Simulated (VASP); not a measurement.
A run of VASP 6.6.1:

Contents of INCAR:

```
PREC = Accurate
ENCUT = 520
EDIFF = 1E-6
ISMEAR = 0
SIGMA = 0.1
LREAL = F
LASPH = T
NELM = 100
ALGO = Fast
ISIF = 2
LWAVE = F
LCHARG = F
GGA = PE
NBANDS = 43
```

The input KPOINTS:

```
regular mesh
0
Gamma
  6 6 6
```

The input POSCAR:

```
MoW4
1.0
    2.3112590000      1.3344060000      4.7178376700
   -2.3112590000      1.3344060000      4.7178376700
    0.0000000000     -2.6688120100      4.7178376700
Mo W
1 4
Direct
    0.5000000000      0.5000000000      0.5000000000
    0.7000000000      0.7000000000      0.7000000000
    0.1000000000      0.1000000000      0.1000000000
    0.9000000000      0.9000000000      0.9000000000
    0.3000000000      0.3000000000      0.3000000000
```

Potentials or basis: VASP PAW PBE potentials, release 64 (Mo_sv, W_sv).

Run with:

```sh
$ cat potpaw_PBE.64/Mo_sv/POTCAR potpaw_PBE.64/W_sv/POTCAR > POTCAR
$ mpirun -np 1 vasp_std > vasp.out
```

Hardware: 1 thread of AMD EPYC 7R13 Processor (Zen 3), with other jobs on the host.

Q: Estimate the wall time of this run.

A: Wall time 2.5 min on 1 thread of AMD EPYC 7R13 Processor (Zen 3), with other jobs on the host, peak memory 0.26 GiB. Counts: scf iterations 15, k points 32.
